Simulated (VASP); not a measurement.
# SiC (I-4m2) in VASP: further runs

SiC is run at these levels: PBE; tasks: single point.

Everything below comes from runs of VASP 6.6.1. Logs are shortened: lines on timing, memory, paths and dates and some standing lists are left out, and cuts for length are marked.

## (1) The cell of the first run

Symmetry: I-4m2, No. 119, tetragonal system. The conventional cell has a = 2.829 Å, b = 2.829 Å, c = 4.348 Å, α = 90.00°, β = 90.00°, γ = 90.00°. Si (site symmetry -4m2) has 4 C at 1.78 Å within 2.4 Å. C (site symmetry -4m2) has 4 Si at 1.78 Å within 2.4 Å.

## (2) Single point, PBE (strain -0.080 along x and y, +0.000 along z)

Contents of INCAR:

```
  PREC = Accurate
  ENCUT = 520
  EDIFF = 1E-6
  ISMEAR = 0
  SIGMA = 0.05
  LREAL = F
  LASPH = T
  NELM = 100
  ALGO = Normal
  ISIF = 2
  LWAVE = F
  LCHARG = F
  GGA = PE
  NBANDS = 11
```

Contents of KPOINTS:

```
regular mesh
0
Gamma
  12 12 12
```

Contents of POSCAR:

```
SiC
1.0
    0.0000000000      2.0000800000      2.1740000000
    2.0000800000      0.0000000000      2.1740000000
    2.0000800000      2.0000800000      0.0000000000
Si C
1 1
Direct
    0.0000000000      0.0000000000      0.0000000000
    0.7500000000      0.7500000000      0.7500000000
```

Potentials or basis: VASP PAW PBE potentials, release 64 (Si, C).

Run with:

```sh
$ cat potpaw_PBE.64/Si/POTCAR potpaw_PBE.64/C/POTCAR > POTCAR
$ mpirun -np 1 vasp_std > vasp.out
```

OUTCAR:

```text
PREC = Accurate
   ENCUT = 520
   EDIFF = 1E-6
   ISMEAR = 0
   LREAL = F
   LASPH = T
   NELM = 100
   ISIF = 2
   GGA = PE

 ion  position               nearest neighbor table
   1  0.000  0.000  0.000-   2 1.78   2 1.78   2 1.78   2 1.78
   2  0.750  0.750  0.750-   1 1.78   1 1.78   1 1.78   1 1.78

  LATTYP: Found a body centered tetragonal cell.
 ALAT       =     2.8285402618
 C/A-ratio  =     1.5371886548

  Lattice vectors:

 A1 = (  -2.0000800000,   0.0000000000,   2.1740000000)
 A2 = (   2.0000800000,   0.0000000000,   2.1740000000)
 A3 = (   0.0000000000,   2.0000800000,  -2.1740000000)

Analysis of symmetry for initial positions (statically):
=====================================================================
 Subroutine PRICEL returns:
 Original cell was already a primitive cell.

 Routine SETGRP: Setting up the symmetry group for a
 body centered tetragonal supercell.

 Subroutine GETGRP returns: Found  8 space group operations
 (whereof  8 operations were pure point group operations)
 out of a pool of 16 trial point group operations.

The static configuration has the point symmetry D_2d.

Analysis of symmetry for dynamics (positions and initial velocities):
=====================================================================
 Subroutine PRICEL returns:
 Original cell was already a primitive cell.

 Routine SETGRP: Setting up the symmetry group for a
 body centered tetragonal supercell.

 Subroutine GETGRP returns: Found  8 space group operations
 (whereof  8 operations were pure point group operations)
 out of a pool of 16 trial point group operations.

The dynamic configuration has the point symmetry D_2d.

 Subroutine INISYM returns: Found  8 space group operations
 (whereof  8 operations are pure point group operations),
 and found     1 'primitive' translations

----------------------------------------------------------------------------------------

                                     Primitive cell

  volume of cell :      17.3934

  direct lattice vectors                    reciprocal lattice vectors
     0.000000000  2.000080000  2.174000000    -0.249990000  0.249990000  0.229990800
     2.000080000  0.000000000  2.174000000     0.249990000 -0.249990000  0.229990800
     2.000080000  2.000080000  0.000000000     0.249990000  0.249990000 -0.229990800

  length of vectors
     2.954081246  2.954081246  2.828540262     0.421765064  0.421765064  0.421765064

  position of ions in fractional coordinates (direct lattice)
     0.000000000  0.000000000  0.000000000
     0.750000000  0.750000000  0.750000000

  ion indices of the primitive-cell ions
   primitive index   ion index
                 1           1
                 2           2

----------------------------------------------------------------------------------------

 KPOINTS: regular mesh

Automatic generation of k-mesh.
 Grid dimensions read from file:
 generate k-points for:   12   12   12

 Generating k-lattice:

  Cartesian coordinates                     Fractional coordinates (reciprocal lattice)
    -0.020832500  0.020832500  0.019165900     0.083333333  0.000000000  0.000000000
     0.020832500 -0.020832500  0.019165900     0.000000000  0.083333333  0.000000000
     0.020832500  0.020832500 -0.019165900     0.000000000  0.000000000  0.083333333

  Length of vectors
     0.035147089  0.035147089  0.035147089

  Shift w.r.t. Gamma in fractional coordinates (k-lattice)
     0.000000000  0.000000000  0.000000000

 Subroutine IBZKPT returns following result:
 ===========================================

 Found    163 irreducible k-points:

 Following reciprocal coordinates:
            Coordinates               Weight
  0.000000  0.000000  0.000000      1.000000
  0.083333 -0.000000  0.000000      8.000000
  0.166667  0.000000  0.000000      8.000000
  0.250000  0.000000  0.000000      8.000000
  0.333333  0.000000  0.000000      8.000000
  0.416667  0.000000  0.000000      8.000000
[... 16 lines left out ...]
  0.500000  0.166667  0.000000      8.000000
 -0.416667  0.166667  0.000000      8.000000
 [... further k-points ...]
   k-points           NKPTS =    163   k-points in BZ     NKDIM =    163   number of bands    NBANDS=     11
   number of dos      NEDOS =    301   number of ions     NIONS =      2
   total plane-waves  NPLWV =  13824
   dimension x,y,z NGX =    24 NGY =   24 NGZ =   24
   dimension x,y,z NGXF=    48 NGYF=   48 NGZF=   48
   ions per type =               1   1
   NGX,Y,Z   is equivalent  to a cutoff of  13.51, 13.51, 14.11 a.u.
   NGXF,Y,Z  is equivalent  to a cutoff of  27.01, 27.01, 28.21 a.u.
 SYSTEM =  unknown system
   PREC   = accura    normal or accurate (medium, high low for compatibility)
   ISTART =      0    job   : 0-new  1-cont  2-samecut
   ICHARG =      2    charge: 1-file 2-atom 10-const
   ISPIN  =      1    spin polarized calculation?
   LNONCOLLINEAR =      F non collinear calculations
   LSORBIT =      F    spin-orbit coupling
[... 32 lines left out ...]
   LEPSILON=     F    determine dielectric tensor
   LRPA    =     F    only Hartree local field effects (RPA)
 non-spin polarized calculation
 Gauss-broadening in eV      SIGMA  =   0.05
  energy-cutoff  :      520.00
  volume of cell :       17.39
 maximum number of plane-waves:       480
 NGX is ok and might be reduce to    24
   NGX = 11   NGY = 11   NGZ = 11

 number of electron       8.0000000 magnetization

 Free energy of the ion-electron system (eV)
  ---------------------------------------------------
  ext. energy  EPLUGINS =         0.00000000
  ---------------------------------------------------
  free energy    TOTEN  =       -14.43118362 eV

  energy without entropy =      -14.43118362  energy(sigma->0) =      -14.43118362

 E-fermi :  10.7875     XC(G=0): -12.1389

 val. band max:       10.4805915215   @ k =  -0.0833   0.0833   0.0000
 cond. band min:      11.1304008420   @ k =   0.5000   0.0000   0.5000
 fundamental gap:      0.6498093205
 Fermi energy:        10.7874892826

 k-point     1 :       0.0000    0.0000    0.0000
  band No.  band energies     occupation
      1      -6.6451      2.00000
      2       9.7571      2.00000
      3      10.4383      2.00000
      4      10.4383      2.00000
      5      18.4391      0.00000
      6      18.8034      0.00000
      7      18.8034      0.00000
      8      18.9129      0.00000
      9      24.0804      0.00000
     10      26.6400      0.00000
     11      27.2588      0.00000

 k-point     2 :       0.0833   -0.0000    0.0000
  band No.  band energies     occupation
      1      -6.4890      2.00000
      2       9.3169      2.00000
      3      10.0028      2.00000
      4      10.3727      2.00000
      5      18.3298      0.00000
      6      18.9400      0.00000
      7      19.0186      0.00000
      8      19.3790      0.00000
      9      23.4439      0.00000
     10      26.1901      0.00000
     11      27.6194      0.00000

 k-point     3 :       0.1667    0.0000    0.0000
  band No.  band energies     occupation
      1      -6.0246      2.00000
      2       7.6916      2.00000
      3       9.5477      2.00000
      4      10.2108      2.00000
      5      17.8218      0.00000
      6      19.2108      0.00000
      7      19.5027      0.00000
      8      20.3793      0.00000
      9      23.1675      0.00000
     10      24.9073      0.00000
     11      27.7188      0.00000

 k-point     4 :       0.2500    0.0000    0.0000
  band No.  band energies     occupation
      1      -5.2653      2.00000
      2       5.5939      2.00000
      3       9.1410      2.00000
      4      10.0234      2.00000
      5      17.2057      0.00000
      6      19.0500      0.00000
      7      19.7590      0.00000
      8      21.2628      0.00000
      9      24.0923      0.00000
     10      24.6141      0.00000
     11      27.4479      0.00000
[... 239 lines left out ...]
 k-point    22 :       0.4167    0.1667    0.0000
  band No.  band energies     occupation
      1      -3.5428      2.00000
      2       3.3553      2.00000
      3       7.1270      2.00000
      4       8.8225      2.00000
      5      15.6808      0.00000
      6      19.2907      0.00000
      7      21.3260      0.00000
      8      21.6654      0.00000
      9      25.2681      0.00000
     10      28.9820      0.00000
     11      29.9272      0.00000

 k-point    23 :       0.5000    0.1667    0.0000
  band No.  band energies     occupation
      1      -2.4229      2.00000
      2       1.7362      2.00000
      3       6.5373      2.00000
      4       8.9715      2.00000
      5      15.8882      0.00000
      6      19.1304      0.00000
      7      20.7651      0.00000
      8      22.7287      0.00000
      9      26.2734      0.00000
     10      29.1067      0.00000
     11      30.0265      0.00000

 k-point    24 :      -0.4167    0.1667    0.0000
  band No.  band energies     occupation
      1      -1.9820      2.00000
      2       1.1887      2.00000
      3       6.1993      2.00000
      4       9.2695      2.00000
      5      16.3602      0.00000
      6      19.0311      0.00000
      7      20.3293      0.00000
      8      22.8259      0.00000
      9      27.0267      0.00000
     10      27.5302      0.00000
     11      29.9554      0.00000

 [... further k-points ...]
[... 5 lines left out ...]
  --------------------------------------------------------------------------------------
  -------------------------------------------------------------------------------------
  Total        7.0909552      7.0909552      4.2542059      0.0000000      0.0000000     -0.0000000
  in kB      653.1772520    653.1772520    391.8725259      0.0000000      0.0000000     -0.0000000
  external PRESSURE =     566.0756767 kB  Pullay stress =       0.0000000 kB

 VOLUME and BASIS-vectors are now :
 -----------------------------------------------------------------------------
  energy-cutoff  :      520.00
  volume of cell :       17.39
      direct lattice vectors                 reciprocal lattice vectors
     0.000000000  2.000080000  2.174000000    -0.249990000  0.249990000  0.229990800
     2.000080000  0.000000000  2.174000000     0.249990000 -0.249990000  0.229990800
     2.000080000  2.000080000  0.000000000     0.249990000  0.249990000 -0.229990800

 POSITION                                       TOTAL-FORCE (eV/Angst)
 -----------------------------------------------------------------------------------
      0.00000      0.00000      0.00000        -0.000000     -0.000000      0.000000
      3.00012      3.00012      3.26100         0.000000      0.000000      0.000000
 -----------------------------------------------------------------------------------
    total drift:                                0.000000      0.000000     -0.000000

  FREE ENERGIE OF THE ION-ELECTRON SYSTEM (eV)
  ---------------------------------------------------
  free  energy   TOTEN  =       -14.4311836203 eV

  energy  without entropy=      -14.4311836203  energy(sigma->0) =      -14.43118362
```

Wall time 13 s (1 thread of Intel Xeon Platinum 8375C at 2.90GHz (Ice Lake), shared host); peak memory 0.15 GiB.

What came out:

* Free energy: -14.4312 eV
* Pressure: 56.6 GPa
* Band gap on the k mesh: 0.65 eV (least direct gap 4.59 eV)

Caveat: the cell differs from its parent crystal (strain -0.080 along x and y, +0.000 along z); the cell stands under pressure.

## (3) Single point, PBE (strain -0.040 along x and y, -0.080 along z)

Contents of INCAR:

```
ALGO = Normal
EDIFF = 1E-7
ENCUT = 520
GGA = PE
ISIF = 2
ISMEAR = 0
LASPH = T
LCHARG = F
LREAL = F
LWAVE = F
NBANDS = 11
NELM = 80
PREC = Accurate
SIGMA = 0.05
```

Contents of KPOINTS:

```
k-points
0
Gamma
  12 12 12
```

Contents of POSCAR:

```
SiC
1.0
    0.0000000000      2.0870400000      2.0000800000
    2.0870400000      0.0000000000      2.0000800000
    2.0870400000      2.0870400000      0.0000000000
Si C
1 1
Direct
    0.0000000000      0.0000000000      0.0000000000
    0.7500000000      0.7500000000      0.7500000000
```

Potentials or basis: VASP PAW PBE potentials, release 64 (Si, C).

Run with:

```sh
$ cat potpaw_PBE.64/Si/POTCAR potpaw_PBE.64/C/POTCAR > POTCAR
$ mpirun -np 1 vasp_std > vasp.out
```

Wall time 15 s (1 thread of Intel Xeon Platinum 8375C at 2.90GHz (Ice Lake), shared host); peak memory 0.15 GiB.

It converged, with:

| Quantity | Value |
| --- | --- |
| Free energy | -14.5002 eV |
| Pressure | 56.5 GPa |
| Band gap on the k mesh | 0.71 eV (least direct gap 4.64 eV) |

Stress tensor (GPa, compression positive):
```
53.37  0.00  0.00
 0.00 53.37  0.00
 0.00  0.00 62.70
```

Levels at points of the mesh, in eV from the valence-band top:
```tsv
k point	band 1	band 2	band 3	band 4	band 5	band 6	band 7	band 8
(0.00, 0.00, 0.00)	-17.01	-0.28	-0.28	0.00	8.09	8.37	8.46	8.46
(0.50, 0.00, 0.00)	-12.75	-9.73	-1.55	-0.99	6.62	7.38	8.42	10.88
(0.50, 0.50, 0.00)	-10.84	-8.18	-4.05	-4.05	0.71	4.25	15.75	15.75
(0.50, 0.00, 0.50)	-11.26	-8.78	-3.54	-3.49	1.15	5.05	15.18	16.76
```

Caveat: the cell differs from its parent crystal (strain -0.040 along x and y, -0.080 along z); the cell stands under pressure. A k mesh can miss the band edges.

## (4) Single point, PBE (strain -0.040 along x and y, +0.000 along z)

Contents of INCAR:

```
PREC = Accurate
ENCUT = 520
EDIFF = 1E-6
ISMEAR = 0
SIGMA = 0.05
LREAL = False
LASPH = True
NELM = 80
ALGO = Normal
ISIF = 2
LWAVE = False
LCHARG = False
GGA = PE
NBANDS = 11
```

Contents of KPOINTS:

```
Automatic mesh
0
Gamma
  12 12 12
```

Contents of POSCAR:

```
SiC
1.0
    0.0000000000      2.0870400000      2.1740000000
    2.0870400000      0.0000000000      2.1740000000
    2.0870400000      2.0870400000      0.0000000000
Si C
1 1
Direct
    0.0000000000      0.0000000000      0.0000000000
    0.7500000000      0.7500000000      0.7500000000
```

Run with:

```sh
$ cat potpaw_PBE.64/Si/POTCAR potpaw_PBE.64/C/POTCAR > POTCAR
$ mpirun -np 1 vasp_std > vasp.out
```

Run time: 13 s. Hardware: 1 thread of Intel Xeon Platinum 8375C at 2.90GHz (Ice Lake), shared host; peak memory 0.15 GiB.

Results (log left out):

| Item | Value |
| --- | --- |
| Free energy | -14.8840 eV |
| Pressure | 26.6 GPa |
| Band gap on the k mesh | 1.04 eV (least direct gap 4.58 eV) |

Stress tensor (GPa, compression positive):
```
30.48  0.00  0.00
 0.00 30.48  0.00
 0.00  0.00 18.91
```

Levels at points of the mesh, in eV from the valence-band top:
| k point | band 1 | band 2 | band 3 | band 4 | band 5 | band 6 | band 7 | band 8 |
| --- | --- | --- | --- | --- | --- | --- | --- | --- |
| (0.00, 0.00, 0.00) | -16.22 | -0.30 | 0.00 | 0.00 | 7.16 | 7.82 | 7.82 | 7.91 |
| (0.50, 0.00, 0.00) | -12.31 | -9.14 | -1.45 | -0.90 | 5.89 | 7.42 | 7.84 | 10.48 |
| (0.50, 0.50, 0.00) | -11.01 | -8.55 | -3.14 | -3.14 | 1.44 | 5.03 | 15.12 | 15.12 |
| (0.50, 0.00, 0.50) | -10.65 | -8.01 | -3.64 | -3.57 | 1.04 | 4.30 | 14.17 | 15.63 |

Caveat: the cell differs from its parent crystal (strain -0.040 along x and y, +0.000 along z); the cell stands under pressure.

## (5) Single point, PBE (strain +0.000 along x and y, -0.040 along z)

Contents of INCAR:

```
ALGO = Normal ; EDIFF = 1E-6
ENCUT = 520 ; GGA = PE
ISIF = 2 ; ISMEAR = 0
LASPH = True ; LCHARG = True
LELF = True ; LREAL = False
LVHAR = True ; LWAVE = False
NBANDS = 11 ; NELM = 80
PREC = Accurate ; SIGMA = 0.05
```

Contents of KPOINTS:

```
k-points
0
Gamma
  12 12 12
```

Contents of POSCAR:

```
SiC
1.0
    0.0000000000      2.1740000000      2.0870400000
    2.1740000000      0.0000000000      2.0870400000
    2.1740000000      2.1740000000      0.0000000000
Si C
1 1
Direct
    0.0000000000      0.0000000000      0.0000000000
    0.7500000000      0.7500000000      0.7500000000
```

Run with:

```sh
$ cat potpaw_PBE.64/Si/POTCAR potpaw_PBE.64/C/POTCAR > POTCAR
$ mpirun -np 1 vasp_std > vasp.out
```

Run time: 14 s. Hardware: 1 thread of Intel Xeon Platinum 8375C at 2.90GHz (Ice Lake), shared host; peak memory 0.15 GiB.

Results (log left out):

```
Free energy            : -14.9876 eV
Pressure               : 14.8 GPa
Band gap on the k mesh : 0.89 eV (least direct gap 4.54 eV)
```

Stress tensor (GPa, compression positive):
```
11.62  0.00  0.00
 0.00 11.62  0.00
 0.00  0.00 21.20
```

Levels at points of the mesh, in eV from the valence-band top:
| k point | band 2 | band 3 | band 4 | band 5 | band 6 | band 7 |
| --- | --- | --- | --- | --- | --- | --- |
| (0.00, 0.00, 0.00) | -0.26 | -0.26 | 0.00 | 6.61 | 7.40 | 7.51 |
| (0.50, 0.00, 0.00) | -8.98 | -1.49 | -0.99 | 5.54 | 6.92 | 7.73 |
| (0.50, 0.50, 0.00) | -7.77 | -3.75 | -3.75 | 0.89 | 3.83 | 14.29 |
| (0.50, 0.00, 0.50) | -8.30 | -3.33 | -3.27 | 1.27 | 4.56 | 13.80 |

Caveat: the cell differs from its parent crystal (strain +0.000 along x and y, -0.040 along z); the cell stands under pressure. A k mesh can miss the band edges.

## (6) Single point, PBE (strain +0.000 along x and y, +0.040 along z)

Contents of INCAR:

```
SYSTEM = SiC
PREC = Accurate
ENCUT = 520
EDIFF = 1E-6
ISMEAR = 0
SIGMA = 0.05
LREAL = .FALSE.
LASPH = .TRUE.
NELM = 80
ALGO = Normal
ISIF = 2
LWAVE = .FALSE.
LCHARG = .TRUE.
GGA = PE
LELF = .TRUE.
LVHAR = .TRUE.
NBANDS = 11
```

Contents of KPOINTS:

```
Automatic mesh
0
G
  12 12 12
  0 0 0
```

Contents of POSCAR:

```
SiC
1.0
    0.0000000000      2.1740000000      2.2609600000
    2.1740000000      0.0000000000      2.2609600000
    2.1740000000      2.1740000000      0.0000000000
Si C
1 1
Direct
    0.0000000000      0.0000000000      0.0000000000
    0.7500000000      0.7500000000      0.7500000000
```

Potentials or basis: VASP PAW PBE potentials, release 64 (Si, C).

Run with:

```sh
$ cat potpaw_PBE.64/Si/POTCAR potpaw_PBE.64/C/POTCAR > POTCAR
$ mpirun -np 1 vasp_std > vasp.out
```

It took 16 s on 1 thread of Intel Xeon Platinum 8375C at 2.90GHz (Ice Lake), shared host; peak memory 0.16 GiB.

The run converged. Its results:

```yaml
Free_energy: -15.0384 eV
Pressure: -3.7 GPa
Band_gap_on_the_k_mesh: 1.18 eV (least direct gap 4.47 eV)
```

Stress tensor (GPa, compression positive):
```
 -0.10   0.00   0.00
  0.00  -0.10   0.00
  0.00   0.00 -10.93
```

Levels at points of the mesh, in eV from the valence-band top:
| k point | band 1 | band 2 | band 3 | band 4 | band 5 | band 6 | band 7 | band 8 | band 9 |
| --- | --- | --- | --- | --- | --- | --- | --- | --- | --- |
| (0.00, 0.00, 0.00) | -15.25 | -0.28 | 0.00 | 0.00 | 5.75 | 6.96 | 6.96 | 7.06 | 13.58 |
| (0.50, 0.00, 0.00) | -11.80 | -8.45 | -1.38 | -0.90 | 4.90 | 6.87 | 7.28 | 9.80 | 15.60 |
| (0.50, 0.50, 0.00) | -10.57 | -8.11 | -2.94 | -2.94 | 1.53 | 4.56 | 13.66 | 13.66 | 13.85 |
| (0.50, 0.00, 0.50) | -10.28 | -7.63 | -3.38 | -3.31 | 1.18 | 3.89 | 12.90 | 14.08 | 14.40 |

Caveat: the cell differs from its parent crystal (strain +0.000 along x and y, +0.040 along z); the cell stands under tension. A k mesh can miss the band edges.

## (7) Summary

| cell | gap on the mesh (eV) | pressure (GPa) |
| --- | --- | --- |
| a = 2.954, b = 2.954, c = 2.829 Å, angles 61.4, 61.4, 57.2°, 2 atoms | 0.65 | 56.6 |
| a = 2.891, b = 2.891, c = 2.952 Å, angles 59.3, 59.3, 61.4°, 2 atoms | 0.71 | 56.5 |
| a = 3.014, b = 3.014, c = 2.952 Å, angles 60.7, 60.7, 58.6°, 2 atoms | 1.04 | 26.6 |
| a = 3.014, b = 3.014, c = 3.075 Å, angles 59.3, 59.3, 61.3°, 2 atoms | 0.89 | 14.8 |
| a = 3.137, b = 3.137, c = 3.075 Å, angles 60.7, 60.7, 58.7°, 2 atoms | 1.18 | -3.7 |

Alike in all rows: task single point; level PBE; potentials or basis VASP PAW PBE potentials, release 64 (Si, C); no spin polarisation; k mesh 12 × 12 × 12; cutoff (eV) 520; smearing gaussian 0.05 eV.

Caveats: the cell stands under pressure (at least some runs); the cell stands under tension (at least some runs).

Total energies depend on the potentials used, so only differences within one code and one set of settings carry meaning.
